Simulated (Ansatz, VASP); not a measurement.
# Two plane-wave programs on GaCuC4N4

```xyz
10
Lattice="5.7555 0.0000 0.0000 0.0000 5.7555 0.0000 0.0000 0.0000 5.7555" Properties=species:S:1:pos:R:3 pbc="T T T"
Ga    2.8777    2.8777    2.8777
Cu    0.0000    0.0000    0.0000
C     1.1120    1.1120    1.1120
C     1.1120    4.6435    4.6435
C     4.6435    1.1120    4.6435
C     4.6435    4.6435    1.1120
N     1.7894    1.7894    1.7894
N     1.7894    3.9661    3.9661
N     3.9661    1.7894    3.9661
N     3.9661    3.9661    1.7894
```

Alike in both runs: functional PBE; k mesh 4 × 4 × 4; occupations gaussian, width 0.1 eV; collinear spin.

Ansatz relaxed the structure, and its values are those at the end. VASP's run is a single point on that final structure, the one shown.

```csv
,VASP,Ansatz
version,VASP 6.6.1,Ansatz 0.2.0
potentials or method,"VASP PAW PBE potentials, release 64 (Ga_d, Cu, C, N), cutoff 520 eV","scalar-relativistic, plane waves, PAW"
valence electrons in the cell,60,68
```

```csv
,VASP,Ansatz,Ansatz less VASP
gap on the k mesh at the Fermi level (eV),4.03,4.01,-0.012
least direct gap on the mesh (eV),4.12,4.11,-0.011
pressure (GPa),0.3,-0.1,-0.44
rms of the force components (eV/Å),0.173,0.001,-0.1728
net moment per atom (μB),0.00,0.00,0.000
```

One of these differences is far larger than is usual between the two programs; its cause wasn't traced. The functional is the same, so the differences come from potentials, cutoffs and numerics. VASP's potentials hold 60 valence electrons a cell and Ansatz's 68, so a difference there can come from the potentials and not from the codes. Ansatz's warnings: seeded moment not kept.

Noted on VASP's run: the standard files for N, O and F lose accuracy on very short bonds.
